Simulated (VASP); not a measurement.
Runs of VASP 6.6.1 on Ca. The structure is that of space group Im-3m (No. 229), or close to it. The cells are those of the table. 

```tsv
task	cell	k mesh	cutoff (eV)	gap on the mesh (eV)	pressure (GPa)
relaxation of cell and atoms	relaxed to 4 GPa from a = 3.627 Å, angles 109.3, 109.3, 109.8°, 1 atom	14 × 14 × 14	600	none	4.0
single point	a = 2.609 Å, angles 109.5°, 1 atom	18 × 18 × 18	520	none	91.4
single point	a = 3.725 Å, angles 109.3, 109.3, 109.8°, 1 atom	14 × 14 × 14	520	none	1.0
single point	a = 3.880 Å, angles 109.3, 109.3, 109.8°, 1 atom	14 × 14 × 14	520	none	-1.0
single point	a = 3.568 Å, angles 109.3, 109.3, 109.8°, 1 atom	14 × 14 × 14	520	none	4.0
relaxation of cell and atoms	relaxed to 12 GPa from a = 3.474 Å, angles 109.3, 109.3, 109.8°, 1 atom	14 × 14 × 14	600	none	12.0
single point	a = 3.329 Å, angles 109.4, 109.4, 109.7°, 1 atom	14 × 14 × 14	520	none	12.0
relaxation of cell and atoms	relaxed to -1 GPa from a = 3.809 Å, angles 109.3, 109.3, 109.7°, 1 atom	14 × 14 × 14	600	none	-1.0
relaxation of cell and atoms	relaxed to 90 GPa from a = 2.783 Å, angles 109.5°, 1 atom	18 × 18 × 18	600	none	90.0
single point	a = 2.858 Å, angles 109.5°, 1 atom	16 × 16 × 16	520	none	(a)
single point	a = 3.110 Å, angles 109.4, 109.4, 109.6°, 1 atom	16 × 16 × 16	520	none	25.1
single point	a = 3.765, b = 3.733, c = 3.749 Å, angles 111.0, 108.6, 109.3°, 1 atom	12 × 12 × 12	520	none	(b)
```

Alike in all rows: level PBE; potentials or basis VASP PAW PBE potentials, release 64 (Ca_sv); no spin polarisation; smearing gaussian 0.1 eV.

Problem. Estimate the missing entries.

Solution. (a) 50.2; (b) 0.8.

Caveats: the cell is relaxed towards a set pressure, so the enthalpy falls and the energy may rise (some runs).

A gap of «none» marks levels without a gap at the run's occupations.
